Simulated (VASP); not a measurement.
Runs of VASP 6.6.1 on KCl. The structure is that of space group Pm-3m (No. 221), or close to it. The cells are those of the table. 

```csv
task,cell,cutoff (eV),gap on the mesh (eV),pressure (GPa)
electric field gradients,"a = 3.634, b = 3.634, c = 3.707 Å, 2 atoms",400,5.25,1.8
single point,"a = 3.635 Å, angles 91.7°, 2 atoms",500,5.39,2.5
electric field gradients,"a = 3.634, b = 3.634, c = 3.598 Å, 2 atoms",400,5.41,2.7
electric field gradients,"a = 3.634, b = 3.634, c = 3.670 Å, 2 atoms",400,5.32,2.1
electric field gradients,"a = 3.743, b = 3.743, c = 3.634 Å, 2 atoms",400,(a),(b)
electric field gradients,"a = 3.634, b = 3.634, c = 3.743 Å, 2 atoms",400,5.17,(c)
electric field gradients,"a = 3.635 Å, angles 91.7°, 2 atoms",400,5.39,2.5
```

Alike in all rows: level PBEsol; potentials or basis VASP PAW PBE potentials, release 64 (K_sv, Cl); no spin polarisation; k mesh 7 × 7 × 7; smearing fermi-dirac 0.02 eV.

Fill in the values left out.

(a) 4.98; (b) 0.7; (c) 1.5.

Caveats: the PAW data sets were made with another functional, which shifts forces and pressure a little.

A k mesh can miss the band edges.
